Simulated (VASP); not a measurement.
# SiO2 (P6_322) in VASP: a series of runs

The runs below take SiO2 through single point, with LDA.

All numbers are computed with VASP 6.6.1; they aren't measurements. Logs are shortened: lines on timing, memory, paths and dates and some standing lists are left out, and cuts for length are marked.

**1. The cell of the first run**

Symmetry: P6_322, No. 182, hexagonal system. Conventional cell: a = 4.360 Å, b = 4.360 Å, c = 8.208 Å, α = 90.00°, β = 90.00°, γ = 120.00°. Within 2.0 Å of Si (site symmetry 3) lie 4 O at 1.54 to 1.57 Å. O (site symmetry 2) has 2 Si at 1.57 Å within 2.1 Å. O (site symmetry 32) has 2 Si at 1.54 Å within 2.0 Å.

**2. Single point, LDA**

INCAR reads:

```
PREC     = Accurate       # precision mode
ENCUT    = 520            # plane-wave cutoff, eV
EDIFF    = 1E-6           # SCF threshold, eV
ISMEAR   = 0              # smearing method
SIGMA    = 0.02           # smearing width, eV
LREAL    = F              # projectors in reciprocal space
LASPH    = T              # aspherical terms in the spheres
NELM     = 100            # most SCF steps
ALGO     = Normal         # electronic algorithm
ISIF     = 2              # what is computed and relaxed
LWAVE    = F              # write WAVECAR
LCHARG   = F              # write CHGCAR
GGA      = CA             # functional
NBANDS   = 44             # bands
```

KPOINTS reads:

```
Automatic mesh
0
Gamma
  6 6 4
```

POSCAR reads:

```
SiO2
1.0
    4.3598954246      0.0000000000      0.0000000000
   -2.1799477123      3.7757801956      0.0000000000
    0.0000000000      0.0000000000      8.2083219588
Si O
4 8
Direct
    0.6666666667      0.3333333333      0.9373472470
    0.6666666667      0.3333333333      0.5626527530
    0.3333333333      0.6666666667      0.0626527530
    0.3333333333      0.6666666667      0.4373472470
    0.0000000000      0.3189131841      0.0000000000
    0.3189131841      0.3189131841      0.5000000000
    0.6810868159      0.0000000000      0.5000000000
    0.6810868159      0.6810868159      0.0000000000
    0.0000000000      0.6810868159      0.5000000000
    0.6666666667      0.3333333333      0.7500000000
    0.3333333333      0.6666666667      0.2500000000
    0.3189131841      0.0000000000      0.0000000000
```

Potentials or basis: VASP PAW LDA potentials, release 64 (Si, O).

Run with:

```console
$ cat potpaw_LDA.64/Si/POTCAR potpaw_LDA.64/O/POTCAR > POTCAR
$ mpirun -np 1 vasp_std > vasp.out
```

OUTCAR:

```text
PREC = Accurate
   ENCUT = 520
   EDIFF = 1E-6
   ISMEAR = 0
   LREAL = F
   LASPH = T
   NELM = 100
   ISIF = 2
   GGA = CA

 ion  position               nearest neighbor table
   1  0.667  0.333  0.937-  10 1.54   5 1.57  12 1.57   8 1.57   3 2.72   3 2.72   3 2.72   2 3.08

   2  0.667  0.333  0.563-  10 1.54   7 1.57   9 1.57   6 1.57   4 2.72   4 2.72   4 2.72   1 3.08

   3  0.333  0.667  0.063-  11 1.54  12 1.57   5 1.57   8 1.57   1 2.72   1 2.72   1 2.72   4 3.08

   4  0.333  0.667  0.437-  11 1.54   9 1.57   7 1.57   6 1.57   2 2.72   2 2.72   2 2.72   3 3.08

   5  0.000  0.319  0.000-   1 1.57   3 1.57
   6  0.319  0.319  0.500-   2 1.57   4 1.57
   7  0.681  0.000  0.500-   2 1.57   4 1.57
   8  0.681  0.681  0.000-   3 1.57   1 1.57
   9  0.000  0.681  0.500-   4 1.57   2 1.57
  10  0.667  0.333  0.750-   1 1.54   2 1.54
  11  0.333  0.667  0.250-   3 1.54   4 1.54
  12  0.319  0.000  0.000-   3 1.57   1 1.57

  LATTYP: Found a hexagonal cell.
 ALAT       =     4.3598954246
 C/A-ratio  =     1.8826878077

  Lattice vectors:

 A1 = (   4.3598954246,   0.0000000000,   0.0000000000)
 A2 = (  -2.1799477123,   3.7757801956,   0.0000000000)
 A3 = (   0.0000000000,   0.0000000000,   8.2083219588)

Analysis of symmetry for initial positions (statically):
=====================================================================
 Subroutine PRICEL returns:
 Original cell was already a primitive cell.

 Routine SETGRP: Setting up the symmetry group for a
 hexagonal supercell.

 Subroutine GETGRP returns: Found 12 space group operations
 (whereof  6 operations were pure point group operations)
 out of a pool of 24 trial point group operations.

The static configuration has the point symmetry D_3 .
 The point group associated with its full space group is D_6 .

Analysis of symmetry for dynamics (positions and initial velocities):
=====================================================================
 Subroutine PRICEL returns:
 Original cell was already a primitive cell.

 Routine SETGRP: Setting up the symmetry group for a
 hexagonal supercell.

 Subroutine GETGRP returns: Found 12 space group operations
 (whereof  6 operations were pure point group operations)
 out of a pool of 24 trial point group operations.
[... 124 lines left out ...]
   ISIF   =      2    stress and relaxation
   ISYM   =      2    0-nonsym 1-usesym 2-fastsym
   POTIM  = 0.5000    time-step for ionic-motion
   TEBEG  =    0.0;   TEEND  =   0.0 temperature during run
   PSTRESS=    0.0 pullay stress
   NELECT =      64.0000    total number of electrons
   NUPDOWN=      -1.0000    fix difference up-down
   EMIN   =  10.00;   EMAX   =-10.00  energy-range for DOS
   EFERMI =   0.00;   METHOD = LEGACY
   ISMEAR =     0;   SIGMA  =   0.02  broadening in eV -4-tet -1-fermi 0-gaus
   EFERMI_NEDOS =   21; number of points for ismear=-14 and -15
   IALGO  =     38    algorithm
   IMIX   =      4    mixing-type and parameters
     AMIX     =   0.40;   BMIX     =  1.00
     AMIX_MAG =   1.60;   BMIX_MAG =  1.00
  volume/ion in A,a.u.               =      11.26        75.99
  Fermi-wavevector in a.u.,A,eV,Ry     =   1.276113  2.411504 22.156600  1.628464
  Thomas-Fermi vector in A             =   2.408787
   LORBIT       =      0    0 simple, 1 ext, 2 COOP (PROOUT), +10 PAW based schemes
   GGA     = CA    functional components
   LHFCALC =     F    Hartree Fock is set to
   AEXX    =    0.0000 exact exchange contribution
   IVDW    =     0    specifies the selected vdW correction
   LEPSILON=     F    determine dielectric tensor
   LRPA    =     F    only Hartree local field effects (RPA)
 non-spin polarized calculation
 Gauss-broadening in eV      SIGMA  =   0.02
  energy-cutoff  :      520.00
  volume of cell :      135.13
 maximum number of plane-waves:      3654
   NGX = 17   NGY = 17   NGZ = 31

 number of electron      64.0000013 magnetization

 Free energy of the ion-electron system (eV)
  ---------------------------------------------------
  ext. energy  EPLUGINS =         0.00000000
  ---------------------------------------------------
  free energy    TOTEN  =      -100.56822630 eV

  energy without entropy =     -100.56822630  energy(sigma->0) =     -100.56822630

 E-fermi :   2.2908     XC(G=0): -10.1411

 val. band max:        2.1832761349   @ k =   0.0000   0.0000   0.2500
 cond. band min:       7.7787994709   @ k =   0.0000   0.0000   0.0000
 fundamental gap:      5.5955233360
 Fermi energy:         2.2907590039

 k-point     1 :       0.0000    0.0000    0.0000
  band No.  band energies     occupation
      1     -18.3105      2.00000
      2     -17.8970      2.00000
      3     -16.2949      2.00000
      4     -15.5590      2.00000
      5     -15.2800      2.00000
      6     -15.2800      2.00000
[... 976 lines left out ...]
     43      13.0317      0.00000
     44      13.0317      0.00000

------------------------ aborting loop because EDIFF is reached ----------------------------------------

  FORCE on cell =-STRESS in cart. coord.  units (eV):
  Direction    XX          YY          ZZ          XY          YZ          ZX
  --------------------------------------------------------------------------------------
  -------------------------------------------------------------------------------------
  Total       26.2797387     26.2797387     26.0385829      0.0000000      0.0000000     -0.0000000
  in kB      311.5978596    311.5978596    308.7384845      0.0000000      0.0000000     -0.0000000
  external PRESSURE =     310.6447346 kB  Pullay stress =       0.0000000 kB

 VOLUME and BASIS-vectors are now :
 -----------------------------------------------------------------------------
  energy-cutoff  :      520.00
  volume of cell :      135.13
      direct lattice vectors                 reciprocal lattice vectors
     4.359895425  0.000000000  0.000000000     0.229363299  0.132422963  0.000000000
    -2.179947712  3.775780196  0.000000000     0.000000000  0.264845925  0.000000000
     0.000000000  0.000000000  8.208321959     0.000000000  0.000000000  0.121827580

 POSITION                                       TOTAL-FORCE (eV/Angst)
 -----------------------------------------------------------------------------------
      2.17995      1.25859      7.69405        -0.000000     -0.000000     -0.062261
      2.17995      1.25859      4.61843        -0.000000     -0.000000      0.062261
     -0.00000      2.51719      0.51427        -0.000000      0.000000      0.062261
     -0.00000      2.51719      3.58989        -0.000000     -0.000000     -0.062261
     -0.69521      1.20415      0.00000         0.037311     -0.064624     -0.000000
      0.69521      1.20415      4.10416        -0.037311     -0.064624     -0.000000
      2.96947      0.00000      4.10416         0.074622     -0.000000     -0.000000
      1.48473      2.57163      0.00000         0.037311      0.064624     -0.000000
     -1.48473      2.57163      4.10416        -0.037311      0.064624     -0.000000
      2.17995      1.25859      6.15624        -0.000000     -0.000000     -0.000000
     -0.00000      2.51719      2.05208        -0.000000      0.000000     -0.000000
      1.39043      0.00000      0.00000        -0.074622     -0.000000     -0.000000
 -----------------------------------------------------------------------------------
    total drift:                               -0.000001      0.000000     -0.000000

  FREE ENERGIE OF THE ION-ELECTRON SYSTEM (eV)
  ---------------------------------------------------
  free  energy   TOTEN  =      -100.5682262950 eV

  energy  without entropy=     -100.5682262950  energy(sigma->0) =     -100.56822630
```

It took 40 s on 1 thread of Intel Xeon 6975P-C (Granite Rapids), shared host; peak memory 0.24 GiB.

Results:

```
Free energy            : -100.5682 eV
Pressure               : 31.1 GPa
Largest force          : 0.075 eV/Å
Band gap on the k mesh : 5.60 eV, indirect (least direct gap 5.76 eV)
```

Forces on the atoms (eV/Å):
```
Si   0.000  0.000 -0.062
Si   0.000  0.000  0.062
Si   0.000  0.000  0.062
Si   0.000  0.000 -0.062
O    0.037 -0.065  0.000
O   -0.037 -0.065  0.000
O    0.075  0.000  0.000
O    0.037  0.065  0.000
O   -0.037  0.065  0.000
O    0.000  0.000  0.000
O    0.000  0.000  0.000
O   -0.075  0.000  0.000
```

Levels at points of the mesh, in eV from the valence-band top:
```tsv
k point	band 28	band 29	band 30	band 31	band 32	band 33	band 34	band 35	band 36	band 37
(0.00, 0.00, 0.00)	-1.45	-0.41	-0.41	-0.17	-0.17	5.60	8.39	8.60	9.82	9.82
(0.50, 0.00, 0.00)	-1.42	-1.09	-0.99	-0.88	-0.36	7.89	8.81	9.25	9.30	9.64
(0.00, 0.00, 0.50)	-1.41	-0.50	-0.50	-0.01	-0.01	6.55	6.55	9.52	9.52	10.18
(0.50, 0.00, 0.50)	-1.33	-0.96	-0.96	-0.77	-0.77	8.32	8.32	9.29	9.29	9.78
```

**3. Single point, LDA**

INCAR reads:

```
SYSTEM = SiO2
PREC     = Accurate       ! precision mode
ENCUT    = 520            ! plane-wave cutoff, eV
EDIFF    = 1E-7           ! SCF threshold, eV
ISMEAR   = 0              ! smearing method
SIGMA    = 0.02           ! smearing width, eV
LREAL    = .FALSE.        ! projectors in reciprocal space
LASPH    = .TRUE.         ! aspherical terms in the spheres
NELM     = 60             ! most SCF steps
ALGO     = Normal         ! electronic algorithm
ISIF     = 2              ! what is computed and relaxed
LWAVE    = .FALSE.        ! write WAVECAR
LCHARG   = .FALSE.        ! write CHGCAR
NBANDS   = 44             ! bands
```

KPOINTS reads:

```
Automatic mesh
0
G
  6 6 4
  0 0 0
```

POSCAR is that of step 2.

Potentials or basis: VASP PAW LDA potentials, release 64 (Si, O).

Run with:

```console
$ cat potpaw_LDA.64/Si/POTCAR potpaw_LDA.64/O/POTCAR > POTCAR
$ mpirun -np 1 vasp_std > vasp.out
```

Wall time 43 s (1 thread of Intel Xeon 6975P-C (Granite Rapids), shared host); peak memory 0.24 GiB.

The run converged. Its results:

```yaml
Free_energy: -100.5682 eV
Pressure: 31.1 GPa
Largest_force: 0.075 eV/Å
Band_gap_on_the_k_mesh: 5.60 eV, indirect (least direct gap 5.76 eV)
```

Forces in eV/Å, atoms in the order of the input:
```
Si   0.000  0.000 -0.062
Si   0.000  0.000  0.062
Si   0.000  0.000  0.062
Si   0.000  0.000 -0.062
O    0.037 -0.065  0.000
O   -0.037 -0.065  0.000
O    0.075  0.000  0.000
O    0.037  0.065  0.000
O   -0.037  0.065  0.000
O    0.000  0.000  0.000
O    0.000  0.000  0.000
O   -0.075  0.000  0.000
```

Stress tensor (GPa, compression positive):
```
31.16  0.00  0.00
 0.00 31.16  0.00
 0.00  0.00 30.87
```

Levels at points of the mesh, in eV from the valence-band top:
| k point | band 30 | band 31 | band 32 | band 33 | band 34 | band 35 |
| --- | --- | --- | --- | --- | --- | --- |
| (0.00, 0.00, 0.00) | -0.40 | -0.17 | -0.17 | 5.60 | 8.39 | 8.60 |
| (0.50, 0.00, 0.00) | -0.99 | -0.88 | -0.36 | 7.89 | 8.81 | 9.25 |
| (0.00, 0.00, 0.50) | -0.50 | -0.01 | -0.01 | 6.55 | 6.55 | 9.52 |
| (0.50, 0.00, 0.50) | -0.96 | -0.77 | -0.77 | 8.32 | 8.32 | 9.29 |

**4. Single point, LDA**

This run uses another cell than the first one, of 12.30 Å³/atom, 1.092 times its volume.

INCAR reads:

```
SYSTEM = SiO2
PREC = Accurate
ENCUT = 520
EDIFF = 1E-6
ISMEAR = 0
SIGMA = 0.02
LREAL = .False.
LASPH = .True.
NELM = 60
ALGO = Normal
ISIF = 2
LWAVE = .False.
LCHARG = .True.
LELF = .True.
LVHAR = .True.
NBANDS = 44
```

KPOINTS reads:

```
Automatic mesh
0
Gamma
  6 6 4
  0 0 0
```

POSCAR reads:

```
SiO2
1.0
    4.5064484561      0.0000000000      0.0000000000
   -2.2532242280      3.9026988438      0.0000000000
    0.0000000000      0.0000000000      8.3926809391
Si O
4 8
Direct
    0.6666666667      0.3333333333      0.9362076165
    0.6666666667      0.3333333333      0.5637923835
    0.3333333333      0.6666666667      0.0637923835
    0.3333333333      0.6666666667      0.4362076165
    0.0000000000      0.3354145698      0.0000000000
    0.3354145698      0.3354145698      0.5000000000
    0.6645854302      0.0000000000      0.5000000000
    0.6645854302      0.6645854302      0.0000000000
    0.0000000000      0.6645854302      0.5000000000
    0.6666666667      0.3333333333      0.7500000000
    0.3333333333      0.6666666667      0.2500000000
    0.3354145698      0.0000000000      0.0000000000
```

Run with:

```console
$ cat potpaw_LDA.64/Si/POTCAR potpaw_LDA.64/O/POTCAR > POTCAR
$ mpirun -np 1 vasp_std > vasp.out
```

Run time: 51 s. Hardware: 1 thread of Intel Xeon 6975P-C (Granite Rapids), shared host; peak memory 0.26 GiB.

The run converged. Its results:

- Free energy: -102.3373 eV
- Pressure: 15.9 GPa
- Largest force: 0.064 eV/Å
- Band gap on the k mesh: 5.59 eV, indirect (least direct gap 5.75 eV)

Forces in eV/Å, atoms in the order of the input:
```
Si   0.000  0.000 -0.051
Si   0.000  0.000  0.051
Si   0.000  0.000  0.051
Si   0.000  0.000 -0.051
O    0.032 -0.055  0.000
O   -0.032 -0.055  0.000
O    0.064  0.000  0.000
O    0.032  0.055  0.000
O   -0.032  0.055  0.000
O    0.000  0.000  0.000
O    0.000  0.000  0.000
O   -0.064  0.000  0.000
```

Stress tensor (GPa, compression positive):
```
15.93  0.00  0.00
 0.00 15.93  0.00
 0.00  0.00 15.77
```

Levels at points of the mesh, in eV from the valence-band top:
```csv
k point,band 29,band 30,band 31,band 32,band 33,band 34,band 35,band 36
"(0.00, 0.00, 0.00)",-0.50,-0.50,-0.16,-0.16,5.59,8.30,8.38,9.77
"(0.50, 0.00, 0.00)",-1.00,-0.85,-0.78,-0.26,8.01,8.83,8.94,9.11
"(0.00, 0.00, 0.50)",-0.57,-0.57,-0.04,-0.04,6.49,6.49,9.34,9.34
"(0.50, 0.00, 0.50)",-0.85,-0.85,-0.62,-0.62,8.41,8.41,9.12,9.12
```

A k mesh can miss the band edges. LDA gaps usually lie below the measured ones, often by a third to a half.
